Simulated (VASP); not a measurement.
# Lu3Si (Pm-3m) in VASP: a series of runs, part 2 of 2

VASP 6.6.1. The steps go on from the part before.

## Step 3: Single point, PBEsol (21.49 Å³/atom)

This run uses another cell than the first one, of 21.49 Å³/atom.

INCAR reads:

```
SYSTEM = Lu3Si
PREC = Accurate
ENCUT = 520
EDIFF = 1E-7
ISMEAR = 0
SIGMA = 0.05
LREAL = .FALSE.
LASPH = .TRUE.
NELM = 100
ALGO = Fast
ISIF = 2
LWAVE = .FALSE.
LCHARG = .TRUE.
GGA = PS
LELF = .TRUE.
LVHAR = .TRUE.
NBANDS = 48
```

KPOINTS reads:

```
Automatic mesh
0
G
  8 8 8
  0 0 0
```

POSCAR reads:

```
Lu3Si
1.0
    4.4136092229      0.0000000000      0.0000000000
    0.0000000000      4.4136092229      0.0000000000
    0.0000000000      0.0000000000      4.4136092229
Lu Si
3 1
Direct
    0.0000000000      0.5000000000      0.5000000000
    0.5000000000      0.5000000000      0.0000000000
    0.5000000000      0.0000000000      0.5000000000
    0.0000000000      0.0000000000      0.0000000000
```

Potentials or basis: VASP PAW PBE potentials, release 64 (Lu, Si).

Started as:

```
$ cat potpaw_PBE.64/Lu/POTCAR potpaw_PBE.64/Si/POTCAR > POTCAR
$ mpirun -np 1 vasp_std > vasp.out
```

OUTCAR:

```text
SYSTEM = Lu3Si
   PREC = Accurate
   ENCUT = 520
   EDIFF = 1E-7
   ISMEAR = 0
   LREAL = .FALSE.
   LASPH = .TRUE.
   NELM = 100
   ISIF = 2
   GGA = PS

 ion  position               nearest neighbor table
   1  0.000  0.500  0.500-   2 3.12   3 3.12   4 3.12   2 3.12   4 3.12   3 3.12   4 3.12   4 3.12
                             2 3.12   3 3.12   2 3.12   3 3.12
   2  0.500  0.500  0.000-   1 3.12   3 3.12   4 3.12   1 3.12   3 3.12   3 3.12   4 3.12   3 3.12
                             1 3.12   4 3.12   1 3.12   4 3.12
   3  0.500  0.000  0.500-   1 3.12   2 3.12   4 3.12   2 3.12   4 3.12   1 3.12   2 3.12   2 3.12
                             1 3.12   4 3.12   4 3.12   1 3.12
   4  0.000  0.000  0.000-   1 3.12   2 3.12   3 3.12   1 3.12   3 3.12   1 3.12   2 3.12   1 3.12
                             2 3.12   3 3.12   3 3.12   2 3.12

  LATTYP: Found a simple cubic cell.
 ALAT       =     4.4136092229

  Lattice vectors:

 A1 = (   4.4136092229,   0.0000000000,   0.0000000000)
 A2 = (   0.0000000000,   4.4136092229,   0.0000000000)
 A3 = (   0.0000000000,   0.0000000000,   4.4136092229)

Analysis of symmetry for initial positions (statically):
=====================================================================
 Subroutine PRICEL returns:
 Original cell was already a primitive cell.

 Routine SETGRP: Setting up the symmetry group for a
 simple cubic supercell.

 Subroutine GETGRP returns: Found 48 space group operations
 (whereof 48 operations were pure point group operations)
 out of a pool of 48 trial point group operations.

The static configuration has the point symmetry O_h .

Analysis of symmetry for dynamics (positions and initial velocities):
=====================================================================
 Subroutine PRICEL returns:
 Original cell was already a primitive cell.

 Routine SETGRP: Setting up the symmetry group for a
 simple cubic supercell.

 Subroutine GETGRP returns: Found 48 space group operations
 (whereof 48 operations were pure point group operations)
 out of a pool of 48 trial point group operations.

The dynamic configuration has the point symmetry O_h .

 Subroutine INISYM returns: Found 48 space group operations
 (whereof 48 operations are pure point group operations),
 and found     1 'primitive' translations

----------------------------------------------------------------------------------------

                                     Primitive cell

  volume of cell :      85.9769

  direct lattice vectors                    reciprocal lattice vectors
     4.413609223  0.000000000  0.000000000     0.226571939  0.000000000  0.000000000
     0.000000000  4.413609223  0.000000000     0.000000000  0.226571939  0.000000000
     0.000000000  0.000000000  4.413609223     0.000000000  0.000000000  0.226571939

  length of vectors
     4.413609223  4.413609223  4.413609223     0.226571939  0.226571939  0.226571939

  position of ions in fractional coordinates (direct lattice)
     0.000000000  0.500000000  0.500000000
     0.500000000  0.500000000  0.000000000
     0.500000000  0.000000000  0.500000000
     0.000000000  0.000000000  0.000000000

  ion indices of the primitive-cell ions
   primitive index   ion index
                 1           1
                 2           2
                 3           3
                 4           4

[... 21 lines left out ...]
 Subroutine IBZKPT returns following result:
 ===========================================

 Found     35 irreducible k-points:

 Following reciprocal coordinates:
            Coordinates               Weight
  0.000000  0.000000  0.000000      1.000000
  0.125000  0.000000  0.000000      6.000000
  0.250000  0.000000  0.000000      6.000000
  0.375000  0.000000  0.000000      6.000000
  0.500000  0.000000  0.000000      3.000000
  0.125000  0.125000  0.000000     12.000000
[... 16 lines left out ...]
  0.375000  0.375000  0.125000     24.000000
  0.500000  0.375000  0.125000     24.000000
 [... further k-points ...]
   k-points           NKPTS =     35   k-points in BZ     NKDIM =     35   number of bands    NBANDS=     48
   number of dos      NEDOS =    301   number of ions     NIONS =      4
   total plane-waves  NPLWV =  46656
   dimension x,y,z NGX =    36 NGY =   36 NGZ =   36
   dimension x,y,z NGXF=    72 NGYF=   72 NGZF=   72
   ions per type =               3   1
   NGX,Y,Z   is equivalent  to a cutoff of  13.56, 13.56, 13.56 a.u.
   NGXF,Y,Z  is equivalent  to a cutoff of  27.12, 27.12, 27.12 a.u.
 SYSTEM =  Lu3Si
   PREC   = accura    normal or accurate (medium, high low for compatibility)
   ISTART =      0    job   : 0-new  1-cont  2-samecut
   ICHARG =      2    charge: 1-file 2-atom 10-const
   ISPIN  =      1    spin polarized calculation?
   LNONCOLLINEAR =      F non collinear calculations
   LSORBIT =      F    spin-orbit coupling
   LASPH  =      T    aspherical Exc in radial PAW
   ENCUT  =  520.0 eV  38.22 Ry    6.18 a.u.   8.21  8.21  8.21*2*pi/ulx,y,z
   NELM   =    100;   NELMIN=  2; NELMDL= -5     # of ELM steps
   EDIFF  = 0.1E-06   stopping-criterion for ELM
   LREAL  =      F    real-space projection
   EDIFFG = 0.1E-05   stopping-criterion for IOM
   NSW    =      0    number of steps for IOM
   IBRION =     -1    ionic relax: 0-MD 1-quasi-New 2-CG
   NFREE  =      0    steps in history (QN), initial steepest desc. (CG)
   ISIF   =      2    stress and relaxation
   ISYM   =      2    0-nonsym 1-usesym 2-fastsym
   POTIM  = 0.5000    time-step for ionic-motion
   TEBEG  =    0.0;   TEEND  =   0.0 temperature during run
   PSTRESS=    0.0 pullay stress
   NELECT =      79.0000    total number of electrons
   NUPDOWN=      -1.0000    fix difference up-down
   EMIN   =  10.00;   EMAX   =-10.00  energy-range for DOS
   EFERMI =   0.00;   METHOD = LEGACY
   ISMEAR =     0;   SIGMA  =   0.05  broadening in eV -4-tet -1-fermi 0-gaus
   EFERMI_NEDOS =   21; number of points for ismear=-14 and -15
   IALGO  =     68    algorithm
   IMIX   =      4    mixing-type and parameters
     AMIX     =   0.40;   BMIX     =  1.00
     AMIX_MAG =   1.60;   BMIX_MAG =  1.00
  volume/ion in A,a.u.               =      21.49       145.05
  Fermi-wavevector in a.u.,A,eV,Ry     =   1.591561  3.007614 34.464465  2.533067
  Thomas-Fermi vector in A             =   2.690082
   LORBIT       =      0    0 simple, 1 ext, 2 COOP (PROOUT), +10 PAW based schemes
   GGA     = PS    functional components
   LHFCALC =     F    Hartree Fock is set to
   AEXX    =    0.0000 exact exchange contribution
   IVDW    =     0    specifies the selected vdW correction
   LEPSILON=     F    determine dielectric tensor
   LRPA    =     F    only Hartree local field effects (RPA)
 non-spin polarized calculation
 RMM-DIIS sequential band-by-band and
 Gauss-broadening in eV      SIGMA  =   0.05
  energy-cutoff  :      520.00
  volume of cell :       85.98
 maximum number of plane-waves:      2360
 NGX is ok and might be reduce to    36
   NGX = 17   NGY = 17   NGZ = 17

 number of electron      78.9999978 magnetization

 Free energy of the ion-electron system (eV)
  ---------------------------------------------------
  ext. energy  EPLUGINS =         0.00000000
  ---------------------------------------------------
  free energy    TOTEN  =       -21.79170042 eV

  energy without entropy =      -21.78750137  energy(sigma->0) =      -21.78960090

 E-fermi :   4.0996     XC(G=0): -11.7094

 val. band max:        4.0969352162   @ k =   0.5000   0.1250   0.0000
 cond. band min:       4.1245711430   @ k =   0.1250   0.1250   0.1250
 fundamental gap:      0.0276359268
 Fermi energy:         4.0996445059

 k-point     1 :       0.0000    0.0000    0.0000
  band No.  band energies     occupation
      1     -51.8868      2.00000
      2     -51.7731      2.00000
      3     -51.7731      2.00000
      4     -22.9945      2.00000
      5     -22.9945      2.00000
      6     -22.9945      2.00000
[... 1213 lines left out ...]
     47       7.8522      0.00000
     48       8.3130      0.00000

 [... further k-points ...]
[... 5 lines left out ...]
  --------------------------------------------------------------------------------------
  -------------------------------------------------------------------------------------
  Total        0.5357427      0.5357427      0.5357427     -0.0000000      0.0000000     -0.0000000
  in kB        9.9835553      9.9835553      9.9835553     -0.0000000      0.0000000     -0.0000000
  external PRESSURE =       9.9835553 kB  Pullay stress =       0.0000000 kB

 VOLUME and BASIS-vectors are now :
 -----------------------------------------------------------------------------
  energy-cutoff  :      520.00
  volume of cell :       85.98
      direct lattice vectors                 reciprocal lattice vectors
     4.413609223  0.000000000  0.000000000     0.226571939  0.000000000  0.000000000
     0.000000000  4.413609223  0.000000000     0.000000000  0.226571939  0.000000000
     0.000000000  0.000000000  4.413609223     0.000000000  0.000000000  0.226571939

 POSITION                                       TOTAL-FORCE (eV/Angst)
 -----------------------------------------------------------------------------------
      0.00000      2.20680      2.20680         0.000000      0.000000      0.000000
      2.20680      2.20680      0.00000         0.000000      0.000000      0.000000
      2.20680      0.00000      2.20680         0.000000      0.000000      0.000000
      0.00000      0.00000      0.00000         0.000000      0.000000      0.000000
 -----------------------------------------------------------------------------------
    total drift:                                0.000000      0.000000      0.000000

  FREE ENERGIE OF THE ION-ELECTRON SYSTEM (eV)
  ---------------------------------------------------
  free  energy   TOTEN  =       -21.7917004233 eV

  energy  without entropy=      -21.7875013687  energy(sigma->0) =      -21.78960090
```

It took 22 min on 1 thread of Oxide Virtual Turin-like, shared host; peak memory 0.26 GiB.

Results:

* Free energy: -21.7917 eV
* Pressure: 1.0 GPa
* Band gap on the k mesh: zero (an odd number of electrons rules out a gap without spin polarisation)

Caveat: the PAW data sets were made with another functional, which shifts forces and pressure a little; spin-orbit coupling is left out, which moves the levels of the heavy elements.

## Step 4: Single point, PBEsol (22.37 Å³/atom)

This run uses another cell than the first one, of 22.37 Å³/atom.

INCAR reads:

```
SYSTEM = Lu3Si
PREC     = Accurate       ! precision mode
ENCUT    = 520            ! plane-wave cutoff, eV
EDIFF    = 1E-6           ! SCF threshold, eV
ISMEAR   = 0              ! smearing method
SIGMA    = 0.05           ! smearing width, eV
LREAL    = .FALSE.        ! projectors in reciprocal space
LASPH    = .TRUE.         ! aspherical terms in the spheres
NELM     = 60             ! most SCF steps
ALGO     = Fast           ! electronic algorithm
ISIF     = 2              ! what is computed and relaxed
LWAVE    = .FALSE.        ! write WAVECAR
LCHARG   = .FALSE.        ! write CHGCAR
GGA      = PS             ! functional
NBANDS   = 48             ! bands
```

KPOINTS is that of step 3.

POSCAR reads:

```
Lu3Si
1.0
    4.4728593698      0.0000000000      0.0000000000
    0.0000000000      4.4728593698      0.0000000000
    0.0000000000      0.0000000000      4.4728593698
Lu Si
3 1
Direct
    0.0000000000      0.5000000000      0.5000000000
    0.5000000000      0.5000000000      0.0000000000
    0.5000000000      0.0000000000      0.5000000000
    0.0000000000      0.0000000000      0.0000000000
```

Started as:

```
$ cat potpaw_PBE.64/Lu/POTCAR potpaw_PBE.64/Si/POTCAR > POTCAR
$ mpirun -np 1 vasp_std > vasp.out
```

It took 15 min on 1 thread of Oxide Virtual Turin-like, shared host; peak memory 0.26 GiB.

It converged, with:

* Free energy: -21.7987 eV
* Pressure: -1.5 GPa
* Band gap on the k mesh: zero (an odd number of electrons rules out a gap without spin polarisation)

Levels at points of the mesh, in eV from the Fermi level:
```csv
k point,band 36,band 37,band 38,band 39,band 40,band 41,band 42,band 43,band 44,band 45
"(0.00, 0.00, 0.00)",-1.75,-1.75,-0.81,-0.81,-0.81,-0.49,-0.49,-0.49,2.57,3.61
"(0.50, 0.00, 0.00)",-2.00,-1.84,-1.84,-0.04,0.12,1.34,1.34,1.39,2.01,2.02
"(0.50, 0.50, 0.00)",-3.84,-2.23,-1.72,0.27,0.27,0.41,1.56,1.56,1.93,3.04
"(0.50, 0.50, 0.50)",-2.48,-2.48,-1.87,-1.87,-1.87,1.25,2.06,2.06,2.06,3.12
```

Caveat: the PAW data sets were made with another functional, which shifts forces and pressure a little; spin-orbit coupling is left out, which moves the levels of the heavy elements.

## Step 5: Overview

```csv
cell,further INCAR settings,gap on the mesh (eV),pressure (GPa)
"a = 4.383 Å, 4 atoms",ALGO = Fast; EDIFF = 1e-06; NBANDS = 48,none,3.2
"a = 4.414 Å, 4 atoms",ALGO = Fast; EDIFF = 1e-07; NBANDS = 48,none,1.0
"a = 4.473 Å, 4 atoms",ALGO = Fast; EDIFF = 1e-06; NBANDS = 48,none,-1.5
```

Alike in all rows: task single point; level PBEsol; potentials or basis VASP PAW PBE potentials, release 64 (Lu, Si); no spin polarisation; k mesh 8 × 8 × 8; cutoff (eV) 520; smearing gaussian 0.05 eV.

Caveats: the PAW data sets were made with another functional, which shifts forces and pressure a little; spin-orbit coupling is left out, which moves the levels of the heavy elements; the cell stands under pressure (at least some runs).

Total energies depend on the potentials used, so only differences within one code and one set of settings carry meaning.

The gap in the log of VASP goes by the Fermi energy; the results here count the filled bands.